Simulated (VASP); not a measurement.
# SnO (P1) in VASP: further runs

Runs on SnO. Level: LDA. Tasks: single point.

All numbers are computed with VASP 6.6.1; they aren't measurements. Logs are shortened: lines on timing, memory, paths and dates and some standing lists are left out, and cuts for length are marked.

### 1 The cell of the first run

The typed cell holds 4 atoms: a = 3.355 Å, b = 5.674 Å, c = 4.222 Å, α = 90.00°, β = 90.00°, γ = 90.00°.

### 2 Single point, LDA (atom 1 (Sn) moved by (+0.225, +0.450) A along [1 1 0] and z)

The input, INCAR:

```
SYSTEM = SnO
PREC = Accurate
ENCUT = 520
EDIFF = 1E-6
ISMEAR = 0
SIGMA = 0.05
LREAL = .FALSE.
LASPH = .TRUE.
NELM = 60
ALGO = Normal
ISIF = 2
LWAVE = .FALSE.
LCHARG = .TRUE.
GGA = CA
LELF = .TRUE.
LVHAR = .TRUE.
NBANDS = 28
```

The input, KPOINTS:

```
regular mesh
0
G
  8 6 6
  0 0 0
```

The input, POSCAR:

```
SnO
1.0
    3.3550050000      0.0000000000      0.0000000000
    0.0000000000      5.6741040000      0.0000000000
    0.0000000000      0.0000000000      4.2219700000
Sn O
2 2
Direct
    0.0474213975      0.2599484976      0.6197293144
    0.5000000000      0.7680910000      0.0131440000
    0.0000000000      0.8912500000      0.7368570000
    0.5000000000      0.1087500000      0.2368570000
```

Potentials or basis: VASP PAW LDA potentials, release 64 (Sn_d, O).

Started as:

```bash
$ cat potpaw_LDA.64/Sn_d/POTCAR potpaw_LDA.64/O/POTCAR > POTCAR
$ mpirun -np 1 vasp_std > vasp.out
```

OUTCAR:

```text
SYSTEM = SnO
   PREC = Accurate
   ENCUT = 520
   EDIFF = 1E-6
   ISMEAR = 0
   LREAL = .FALSE.
   LASPH = .TRUE.
   NELM = 60
   ISIF = 2
   GGA = CA

 ion  position               nearest neighbor table
   1  0.047  0.260  0.620-   3 2.16   4 2.38   4 2.59   2 3.59   2 3.66   2 3.73
   2  0.500  0.768  0.013-   4 2.15   3 2.16   3 2.16   1 3.59   1 3.66   1 3.73
   3  0.000  0.891  0.737-   1 2.16   2 2.16   2 2.16
   4  0.500  0.109  0.237-   2 2.15   1 2.38   1 2.59

  LATTYP: Found a simple orthorhombic cell.
 ALAT       =     3.3550050000
 B/A-ratio  =     1.2584094510
 C/A-ratio  =     1.6912356315

  Lattice vectors:

 A1 = (  -3.3550050000,   0.0000000000,   0.0000000000)
 A2 = (   0.0000000000,   0.0000000000,   4.2219700000)
 A3 = (   0.0000000000,   5.6741040000,   0.0000000000)

Analysis of symmetry for initial positions (statically):
=====================================================================
 Subroutine PRICEL returns:
 Original cell was already a primitive cell.

 Routine SETGRP: Setting up the symmetry group for a
 simple orthorhombic supercell.

 Subroutine GETGRP returns: Found  1 space group operations
 (whereof  1 operations were pure point group operations)
 out of a pool of  8 trial point group operations.

The static configuration has the point symmetry C_1 .

Analysis of symmetry for dynamics (positions and initial velocities):
=====================================================================
 Subroutine PRICEL returns:
 Original cell was already a primitive cell.

 Routine SETGRP: Setting up the symmetry group for a
 simple orthorhombic supercell.

 Subroutine GETGRP returns: Found  1 space group operations
 (whereof  1 operations were pure point group operations)
 out of a pool of  8 trial point group operations.

The dynamic configuration has the point symmetry C_1 .

 Subroutine INISYM returns: Found  1 space group operations
 (whereof  1 operations are pure point group operations),
 and found     1 'primitive' translations

----------------------------------------------------------------------------------------

                                     Primitive cell

  volume of cell :      80.3722

  direct lattice vectors                    reciprocal lattice vectors
     3.355005000  0.000000000  0.000000000     0.298062149  0.000000000  0.000000000
     0.000000000  5.674104000  0.000000000     0.000000000  0.176239279  0.000000000
     0.000000000  0.000000000  4.221970000     0.000000000  0.000000000  0.236856254

  length of vectors
     3.355005000  5.674104000  4.221970000     0.298062149  0.176239279  0.236856254

  position of ions in fractional coordinates (direct lattice)
     0.047421398  0.259948498  0.619729314
     0.500000000  0.768091000  0.013144000
     0.000000000  0.891250000  0.736857000
     0.500000000  0.108750000  0.236857000

  ion indices of the primitive-cell ions
   primitive index   ion index
                 1           1
                 2           2
                 3           3
                 4           4

----------------------------------------------------------------------------------------

 KPOINTS: regular mesh

Automatic generation of k-mesh.
 Grid dimensions read from file:
 generate k-points for:    8    6    6

 Generating k-lattice:

  Cartesian coordinates                     Fractional coordinates (reciprocal lattice)
     0.037257769  0.000000000  0.000000000     0.125000000  0.000000000  0.000000000
     0.000000000  0.029373213  0.000000000     0.000000000  0.166666667  0.000000000
     0.000000000  0.000000000  0.039476042     0.000000000  0.000000000  0.166666667

  Length of vectors
     0.037257769  0.029373213  0.039476042

  Shift w.r.t. Gamma in fractional coordinates (k-lattice)
     0.000000000  0.000000000  0.000000000

 Subroutine IBZKPT returns following result:
 ===========================================

 Found    148 irreducible k-points:

 Following reciprocal coordinates:
            Coordinates               Weight
  0.000000  0.000000  0.000000      1.000000
  0.125000  0.000000  0.000000      2.000000
  0.250000  0.000000  0.000000      2.000000
  0.375000  0.000000  0.000000      2.000000
  0.500000  0.000000  0.000000      1.000000
  0.000000  0.166667  0.000000      2.000000
[... 16 lines left out ...]
  0.125000  0.500000  0.000000      2.000000
  0.250000  0.500000  0.000000      2.000000
 [... further k-points ...]
   k-points           NKPTS =    148   k-points in BZ     NKDIM =    148   number of bands    NBANDS=     28
   number of dos      NEDOS =    301   number of ions     NIONS =      4
   total plane-waves  NPLWV =  37632
   dimension x,y,z NGX =    28 NGY =   42 NGZ =   32
   dimension x,y,z NGXF=    56 NGYF=   84 NGZF=   64
   ions per type =               2   2
   NGX,Y,Z   is equivalent  to a cutoff of  13.87, 12.31, 12.60 a.u.
   NGXF,Y,Z  is equivalent  to a cutoff of  27.75, 24.61, 25.20 a.u.
 SYSTEM =  SnO
   PREC   = accura    normal or accurate (medium, high low for compatibility)
   ISTART =      0    job   : 0-new  1-cont  2-samecut
   ICHARG =      2    charge: 1-file 2-atom 10-const
   ISPIN  =      1    spin polarized calculation?
   LNONCOLLINEAR =      F non collinear calculations
   LSORBIT =      F    spin-orbit coupling
   LASPH  =      T    aspherical Exc in radial PAW
   ENCUT  =  520.0 eV  38.22 Ry    6.18 a.u.   6.24 10.55  7.85*2*pi/ulx,y,z
   NELM   =     60;   NELMIN=  2; NELMDL= -5     # of ELM steps
   EDIFF  = 0.1E-05   stopping-criterion for ELM
   LREAL  =      F    real-space projection
   EDIFFG = 0.1E-04   stopping-criterion for IOM
   NSW    =      0    number of steps for IOM
   IBRION =     -1    ionic relax: 0-MD 1-quasi-New 2-CG
   NFREE  =      0    steps in history (QN), initial steepest desc. (CG)
   ISIF   =      2    stress and relaxation
   ISYM   =      2    0-nonsym 1-usesym 2-fastsym
   POTIM  = 0.5000    time-step for ionic-motion
   TEBEG  =    0.0;   TEEND  =   0.0 temperature during run
   PSTRESS=    0.0 pullay stress
   NELECT =      40.0000    total number of electrons
   NUPDOWN=      -1.0000    fix difference up-down
   EMIN   =  10.00;   EMAX   =-10.00  energy-range for DOS
   EFERMI =   0.00;   METHOD = LEGACY
   ISMEAR =     0;   SIGMA  =   0.05  broadening in eV -4-tet -1-fermi 0-gaus
   EFERMI_NEDOS =   21; number of points for ismear=-14 and -15
   IALGO  =     38    algorithm
   IMIX   =      4    mixing-type and parameters
     AMIX     =   0.40;   BMIX     =  1.00
     AMIX_MAG =   1.60;   BMIX_MAG =  1.00
  volume/ion in A,a.u.               =      20.09       135.59
  Fermi-wavevector in a.u.,A,eV,Ry     =   1.297357  2.451650 22.900458  1.683136
  Thomas-Fermi vector in A             =   2.428755
   LORBIT       =      0    0 simple, 1 ext, 2 COOP (PROOUT), +10 PAW based schemes
   GGA     = CA    functional components
   LHFCALC =     F    Hartree Fock is set to
   AEXX    =    0.0000 exact exchange contribution
   IVDW    =     0    specifies the selected vdW correction
   LEPSILON=     F    determine dielectric tensor
   LRPA    =     F    only Hartree local field effects (RPA)
 non-spin polarized calculation
 Gauss-broadening in eV      SIGMA  =   0.05
  energy-cutoff  :      520.00
  volume of cell :       80.37
 maximum number of plane-waves:      2178
 NGX is ok and might be reduce to    28
   NGX = 13   NGY = 21   NGZ = 15

 number of electron      39.9999996 magnetization

 Free energy of the ion-electron system (eV)
  ---------------------------------------------------
  ext. energy  EPLUGINS =         0.00000000
  ---------------------------------------------------
  free energy    TOTEN  =       -24.35903399 eV

  energy without entropy =      -24.35903399  energy(sigma->0) =      -24.35903399

 E-fermi :   4.6101     XC(G=0): -10.0458

 val. band max:        4.3154966386   @ k =   0.5000   0.5000   0.5000
 cond. band min:       5.0256629978   @ k =   0.5000   0.3333   0.1667
 fundamental gap:      0.7101663593
 Fermi energy:         4.6101086232

 k-point     1 :       0.0000    0.0000    0.0000
  band No.  band energies     occupation
      1     -16.7091      2.00000
      2     -16.5876      2.00000
      3     -16.5341      2.00000
      4     -16.4596      2.00000
      5     -16.4318      2.00000
      6     -16.3094      2.00000
[... 20 lines left out ...]
     27      13.3133      0.00000
     28      13.5668      0.00000

 k-point     2 :       0.1250    0.0000    0.0000
  band No.  band energies     occupation
      1     -16.6964      2.00000
      2     -16.5824      2.00000
      3     -16.5425      2.00000
      4     -16.4679      2.00000
      5     -16.4316      2.00000
      6     -16.2954      2.00000
[... 20 lines left out ...]
     27      13.4755      0.00000
     28      13.7808      0.00000

 k-point     3 :       0.2500    0.0000    0.0000
  band No.  band energies     occupation
      1     -16.6795      2.00000
      2     -16.5680      2.00000
      3     -16.5584      2.00000
      4     -16.4893      2.00000
      5     -16.4283      2.00000
      6     -16.2922      2.00000
[... 20 lines left out ...]
     27      13.0852      0.00000
     28      14.1249      0.00000

 k-point     4 :       0.3750    0.0000    0.0000
  band No.  band energies     occupation
      1     -16.6833      2.00000
      2     -16.5879      2.00000
      3     -16.5329      2.00000
      4     -16.5090      2.00000
      5     -16.4225      2.00000
      6     -16.3181      2.00000
[... 578 lines left out ...]
     27      13.4762      0.00000
     28      13.9410      0.00000

 k-point    23 :       0.1250    0.5000    0.0000
  band No.  band energies     occupation
      1     -16.6891      2.00000
      2     -16.5821      2.00000
      3     -16.5424      2.00000
      4     -16.4685      2.00000
      5     -16.4302      2.00000
      6     -16.2968      2.00000
[... 20 lines left out ...]
     27      13.2080      0.00000
     28      14.2198      0.00000

 k-point    24 :       0.2500    0.5000    0.0000
  band No.  band energies     occupation
      1     -16.6726      2.00000
      2     -16.5682      2.00000
      3     -16.5583      2.00000
      4     -16.4908      2.00000
      5     -16.4270      2.00000
      6     -16.2954      2.00000
[... 20 lines left out ...]
     27      13.5982      0.00000
     28      14.1099      0.00000

 [... further k-points ...]
[... 5 lines left out ...]
  --------------------------------------------------------------------------------------
  -------------------------------------------------------------------------------------
  Total       -3.8669428     -5.1915630     -6.1366767     -0.0754223     -2.3741418      0.2409291
  in kB      -77.0855060   -103.4911236   -122.3314764     -1.5035043    -47.3272886      4.8027965
  external PRESSURE =    -100.9693687 kB  Pullay stress =       0.0000000 kB

 VOLUME and BASIS-vectors are now :
 -----------------------------------------------------------------------------
  energy-cutoff  :      520.00
  volume of cell :       80.37
      direct lattice vectors                 reciprocal lattice vectors
     3.355005000  0.000000000  0.000000000     0.298062149  0.000000000  0.000000000
     0.000000000  5.674104000  0.000000000     0.000000000  0.176239279  0.000000000
     0.000000000  0.000000000  4.221970000     0.000000000  0.000000000  0.236856254

 POSITION                                       TOTAL-FORCE (eV/Angst)
 -----------------------------------------------------------------------------------
      0.15910      1.47497      2.61648         0.033650     -2.189173     -1.672278
      1.67750      4.35823      0.05549         0.041140      1.335828      0.383668
      0.00000      5.05705      3.11099         0.111772      0.265022      0.470974
      1.67750      0.61706      1.00000        -0.186563      0.588324      0.817636
 -----------------------------------------------------------------------------------
    total drift:                                0.000400     -0.000111     -0.000185

  FREE ENERGIE OF THE ION-ELECTRON SYSTEM (eV)
  ---------------------------------------------------
  free  energy   TOTEN  =       -24.3590339873 eV

  energy  without entropy=      -24.3590339873  energy(sigma->0) =      -24.35903399
```

Run time: 4.3 min. Hardware: 1 thread of Intel Xeon 6975P-C, shared host; peak memory 0.36 GiB.

What came out:

- Free energy: -24.3590 eV
- Pressure: -10.1 GPa
- Largest force: 2.755 eV/Å
- Band gap on the k mesh: 0.71 eV, indirect (least direct gap 1.05 eV)

Forces in eV/Å, atoms in the order of the input:
```
Sn   0.034 -2.189 -1.672
Sn   0.041  1.336  0.384
O    0.112  0.265  0.471
O   -0.187  0.588  0.818
```

Caveat: the cell differs from its parent crystal (atom 1 (Sn) moved by (+0.225, +0.450) A along [1 1 0] and z); spin-orbit coupling is left out, which moves the levels of the heavy elements; forces of over 1 eV/Å act on the atoms, so gaps and moduli don't describe the material at rest. A k mesh can miss the band edges.

[end of part 1 of 2]
